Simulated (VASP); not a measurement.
# Al (Im-3m) in VASP: a series of runs

Al is run at these levels: LDA; tasks: single point, relaxation of cell and atoms.

Everything below comes from runs of VASP 6.6.1. Logs are shortened: lines on timing, memory, paths and dates and some standing lists are left out, and cuts for length are marked.

### 1 The cell of the first run

It takes space group Im-3m (No. 229, cubic). The conventional cell has a = 3.214 Å, b = 3.214 Å, c = 3.214 Å, α = 90.00°, β = 90.00°, γ = 90.00°. Al (site symmetry m-3m) has 14 Al at 2.78 to 3.21 Å within 3.7 Å.

This isn't the form of Al at room conditions, which is fcc.

### 2 Single point, LDA

INCAR reads:

```
PREC = Accurate
ENCUT = 500
EDIFF = 1E-6
ISMEAR = 0
SIGMA = 0.1
LREAL = F
LASPH = T
NELM = 120
ALGO = Normal
ISIF = 2
LWAVE = F
LCHARG = F
GGA = CA
NBANDS = 8
GGA_COMPAT = F
```

KPOINTS reads:

```
regular mesh
0
Gamma
  8 8 8
```

POSCAR reads:

```
Al
1.0
   -1.6070005753      1.6070005753      1.6070005753
    1.6070005753     -1.6070005753      1.6070005753
    1.6070005753      1.6070005753     -1.6070005753
Al
1
Direct
    0.0000000000      0.0000000000      0.0000000000
```

Potentials or basis: VASP PAW LDA potentials, release 64 (Al).

On the command line:

```
> cat potpaw_LDA.64/Al/POTCAR > POTCAR
> mpirun -np 1 vasp_std > vasp.out
```

OUTCAR:

```text
PREC = Accurate
   ENCUT = 500
   EDIFF = 1E-6
   ISMEAR = 0
   LREAL = F
   LASPH = T
   NELM = 120
   ISIF = 2
   GGA = CA

 ion  position               nearest neighbor table
   1  0.000  0.000  0.000-

  LATTYP: Found a body centered cubic cell.
 ALAT       =     3.2140011506

  Lattice vectors:

 A1 = (  -1.6070005753,   1.6070005753,   1.6070005753)
 A2 = (   1.6070005753,  -1.6070005753,   1.6070005753)
 A3 = (   1.6070005753,   1.6070005753,  -1.6070005753)

Analysis of symmetry for initial positions (statically):
=====================================================================
 Subroutine PRICEL returns:
 Original cell was already a primitive cell.

 Routine SETGRP: Setting up the symmetry group for a
 body centered cubic supercell.

 Subroutine GETGRP returns: Found 48 space group operations
 (whereof 48 operations were pure point group operations)
 out of a pool of 48 trial point group operations.

The static configuration has the point symmetry O_h .

Analysis of symmetry for dynamics (positions and initial velocities):
=====================================================================
 Subroutine PRICEL returns:
 Original cell was already a primitive cell.

 Routine SETGRP: Setting up the symmetry group for a
 body centered cubic supercell.

 Subroutine GETGRP returns: Found 48 space group operations
 (whereof 48 operations were pure point group operations)
 out of a pool of 48 trial point group operations.

The dynamic configuration has the point symmetry O_h .

 Subroutine INISYM returns: Found 48 space group operations
 (whereof 48 operations are pure point group operations),
 and found     1 'primitive' translations

----------------------------------------------------------------------------------------

                                     Primitive cell

  volume of cell :      16.6000

  direct lattice vectors                    reciprocal lattice vectors
    -1.607000575  1.607000575  1.607000575     0.000000000  0.311138657  0.311138657
     1.607000575 -1.607000575  1.607000575     0.311138657  0.000000000  0.311138657
     1.607000575  1.607000575 -1.607000575     0.311138657  0.311138657  0.000000000

  length of vectors
     2.783406644  2.783406644  2.783406644     0.440016508  0.440016508  0.440016508

  position of ions in fractional coordinates (direct lattice)
     0.000000000  0.000000000  0.000000000

  ion indices of the primitive-cell ions
   primitive index   ion index
                 1           1

----------------------------------------------------------------------------------------

 KPOINTS: regular mesh

Automatic generation of k-mesh.
 Grid dimensions read from file:
 generate k-points for:    8    8    8

 Generating k-lattice:

  Cartesian coordinates                     Fractional coordinates (reciprocal lattice)
     0.000000000  0.038892332  0.038892332     0.125000000  0.000000000  0.000000000
     0.038892332  0.000000000  0.038892332     0.000000000  0.125000000  0.000000000
     0.038892332  0.038892332  0.000000000     0.000000000  0.000000000  0.125000000

  Length of vectors
     0.055002063  0.055002063  0.055002063

  Shift w.r.t. Gamma in fractional coordinates (k-lattice)
     0.000000000  0.000000000  0.000000000

 Subroutine IBZKPT returns following result:
 ===========================================

 Found     29 irreducible k-points:

 Following reciprocal coordinates:
            Coordinates               Weight
  0.000000  0.000000  0.000000      1.000000
  0.125000  0.000000  0.000000     12.000000
  0.250000  0.000000  0.000000     12.000000
  0.375000  0.000000  0.000000     12.000000
  0.500000  0.000000  0.000000      6.000000
  0.125000  0.125000  0.000000     24.000000
[... 16 lines left out ...]
 -0.250000  0.250000  0.250000      6.000000
 -0.375000  0.375000  0.250000     24.000000
 [... further k-points ...]
   k-points           NKPTS =     29   k-points in BZ     NKDIM =     29   number of bands    NBANDS=      8
   number of dos      NEDOS =    301   number of ions     NIONS =      1
   total plane-waves  NPLWV =   8000
   dimension x,y,z NGX =    20 NGY =   20 NGZ =   20
   dimension x,y,z NGXF=    40 NGYF=   40 NGZF=   40
   ions per type =               1
   NGX,Y,Z   is equivalent  to a cutoff of  11.95, 11.95, 11.95 a.u.
   NGXF,Y,Z  is equivalent  to a cutoff of  23.89, 23.89, 23.89 a.u.
 SYSTEM =  unknown system
   PREC   = accura    normal or accurate (medium, high low for compatibility)
   ISTART =      0    job   : 0-new  1-cont  2-samecut
   ICHARG =      2    charge: 1-file 2-atom 10-const
   ISPIN  =      1    spin polarized calculation?
   LNONCOLLINEAR =      F non collinear calculations
   LSORBIT =      F    spin-orbit coupling
   LASPH  =      T    aspherical Exc in radial PAW
   ENCUT  =  500.0 eV  36.75 Ry    6.06 a.u.   5.07  5.07  5.07*2*pi/ulx,y,z
   NELM   =    120;   NELMIN=  2; NELMDL= -5     # of ELM steps
   EDIFF  = 0.1E-05   stopping-criterion for ELM
   LREAL  =      F    real-space projection
   EDIFFG = 0.1E-04   stopping-criterion for IOM
   NSW    =      0    number of steps for IOM
   IBRION =     -1    ionic relax: 0-MD 1-quasi-New 2-CG
   NFREE  =      0    steps in history (QN), initial steepest desc. (CG)
   ISIF   =      2    stress and relaxation
   ISYM   =      2    0-nonsym 1-usesym 2-fastsym
   POTIM  = 0.5000    time-step for ionic-motion
   TEBEG  =    0.0;   TEEND  =   0.0 temperature during run
   PSTRESS=    0.0 pullay stress
   NELECT =       3.0000    total number of electrons
   NUPDOWN=      -1.0000    fix difference up-down
   EMIN   =  10.00;   EMAX   =-10.00  energy-range for DOS
   EFERMI =   0.00;   METHOD = LEGACY
   ISMEAR =     0;   SIGMA  =   0.10  broadening in eV -4-tet -1-fermi 0-gaus
   EFERMI_NEDOS =   21; number of points for ismear=-14 and -15
   IALGO  =     38    algorithm
   IMIX   =      4    mixing-type and parameters
     AMIX     =   0.40;   BMIX     =  1.00
     AMIX_MAG =   1.60;   BMIX_MAG =  1.00
  volume/ion in A,a.u.               =      16.60       112.02
  Fermi-wavevector in a.u.,A,eV,Ry     =   0.925577  1.749087 11.656013  0.856693
  Thomas-Fermi vector in A             =   2.051446
   LORBIT       =      0    0 simple, 1 ext, 2 COOP (PROOUT), +10 PAW based schemes
   GGA     = CA    functional components
   LHFCALC =     F    Hartree Fock is set to
   AEXX    =    0.0000 exact exchange contribution
   IVDW    =     0    specifies the selected vdW correction
   LEPSILON=     F    determine dielectric tensor
   LRPA    =     F    only Hartree local field effects (RPA)
 non-spin polarized calculation
 Gauss-broadening in eV      SIGMA  =   0.10
  energy-cutoff  :      500.00
  volume of cell :       16.60
 maximum number of plane-waves:       429
   NGX = 11   NGY = 11   NGZ = 11

 number of electron       3.0000000 magnetization

 Free energy of the ion-electron system (eV)
  ---------------------------------------------------
  ext. energy  EPLUGINS =         0.00000000
  ---------------------------------------------------
  free energy    TOTEN  =        -4.05348595 eV

  energy without entropy =       -4.04953603  energy(sigma->0) =       -4.05151099

 E-fermi :   7.8415     XC(G=0): -10.3243

 val. band max:        7.7700785693   @ k =   0.2500   0.2500   0.1250
 cond. band min:       7.8841978488   @ k =  -0.3750   0.3750   0.1250
 fundamental gap:      0.1141192795
 Fermi energy:         7.8414962621

 k-point     1 :       0.0000    0.0000    0.0000
  band No.  band energies     occupation
      1      -3.3242      2.00000
      2      20.8889      0.00000
      3      20.8889      0.00000
      4      20.8889      0.00000
      5      22.0711      0.00000
      6      22.0711      0.00000
      7      22.0711      0.00000
      8      23.9678      0.00000

 k-point     2 :       0.1250    0.0000    0.0000
  band No.  band energies     occupation
      1      -2.8778      2.00000
      2      17.0306      0.00000
      3      18.8911      0.00000
      4      19.5200      0.00000
      5      20.8193      0.00000
      6      22.0086      0.00000
      7      23.5630      0.00000
      8      24.1364      0.00000

 k-point     3 :       0.2500    0.0000    0.0000
  band No.  band energies     occupation
      1      -1.5471      2.00000
      2      11.9911      0.00000
      3      17.1302      0.00000
      4      17.6477      0.00000
      5      19.1050      0.00000
      6      20.4532      0.00000
      7      25.1234      0.00000
      8      25.2664      0.00000

 k-point     4 :       0.3750    0.0000    0.0000
  band No.  band energies     occupation
      1       0.6435      2.00000
      2       7.4760      2.00000
      3      16.0742      0.00000
      4      16.4153      0.00000
      5      17.9903      0.00000
      6      19.3980      0.00000
      7      26.7689      0.00000
      8      27.5019      0.00000

 k-point     5 :       0.5000    0.0000    0.0000
  band No.  band energies     occupation
      1       3.4767      2.00000
      2       3.8610      2.00000
      3      15.7233      0.00000
      4      15.9950      0.00000
      5      17.6123      0.00000
      6      19.0227      0.00000
      7      28.2017      0.00000
      8      29.3971      0.00000
[... 177 lines left out ...]
 k-point    22 :       0.2500    0.2500    0.2500
  band No.  band energies     occupation
      1       6.7930      2.00000
      2       6.7930      2.00000
      3       6.7930      2.00000
      4       7.9741      0.06071
      5      29.3101      0.00000
      6      29.3101      0.00000
      7      30.3294      0.00000
      8      30.3294      0.00000

 k-point    23 :      -0.2500    0.2500    0.2500
  band No.  band energies     occupation
      1       0.2086      2.00000
      2      12.6878      0.00000
      3      12.6878      0.00000
      4      14.3751      0.00000
      5      15.5760      0.00000
      6      24.3583      0.00000
      7      25.4872      0.00000
      8      26.4432      0.00000

 k-point    24 :      -0.3750    0.3750    0.2500
  band No.  band energies     occupation
      1       2.3717      2.00000
      2       9.0714      0.00000
      3      11.5162      0.00000
      4      13.6416      0.00000
      5      16.1464      0.00000
      6      22.0357      0.00000
      7      24.1114      0.00000
      8      27.0555      0.00000

 [... further k-points ...]

------------------------ aborting loop because EDIFF is reached ----------------------------------------

  FORCE on cell =-STRESS in cart. coord.  units (eV):
  Direction    XX          YY          ZZ          XY          YZ          ZX
  --------------------------------------------------------------------------------------
  -------------------------------------------------------------------------------------
  Total       -0.1151391     -0.1151391     -0.1151391      0.0000000      0.0000000     -0.0000000
  in kB      -11.1128472    -11.1128472    -11.1128472      0.0000000      0.0000000     -0.0000000
  external PRESSURE =     -11.1128472 kB  Pullay stress =       0.0000000 kB

 VOLUME and BASIS-vectors are now :
 -----------------------------------------------------------------------------
  energy-cutoff  :      500.00
  volume of cell :       16.60
      direct lattice vectors                 reciprocal lattice vectors
    -1.607000575  1.607000575  1.607000575     0.000000000  0.311138657  0.311138657
     1.607000575 -1.607000575  1.607000575     0.311138657  0.000000000  0.311138657
     1.607000575  1.607000575 -1.607000575     0.311138657  0.311138657  0.000000000

 POSITION                                       TOTAL-FORCE (eV/Angst)
 -----------------------------------------------------------------------------------
      0.00000      0.00000      0.00000        -0.000000      0.000000      0.000000
 -----------------------------------------------------------------------------------
    total drift:                                0.000000      0.000000     -0.000000

  FREE ENERGIE OF THE ION-ELECTRON SYSTEM (eV)
  ---------------------------------------------------
  free  energy   TOTEN  =        -4.0534859524 eV

  energy  without entropy=       -4.0495360322  energy(sigma->0) =       -4.05151099
```

Wall time 1.3 s (1 thread of Intel Xeon 6975P-C (Granite Rapids), shared host); peak memory 0.11 GiB.

Results:

```yaml
Free_energy: -4.0535 eV
Pressure: -1.1 GPa
Band_gap_on_the_k_mesh: zero (an odd number of electrons rules out a gap without spin polarisation)
```

Levels at points of the mesh, in eV from the Fermi level:
```
           k point  band 1  band 2  band 3  band 4  band 5
(0.00, 0.00, 0.00)  -11.17   13.05   13.05   13.05   14.23
(0.50, 0.00, 0.00)   -4.36   -3.98    7.88    8.15    9.77
(0.50, 0.50, 0.50)    1.72    1.72    1.72    2.95    2.95
```

[end of part 1 of 2]
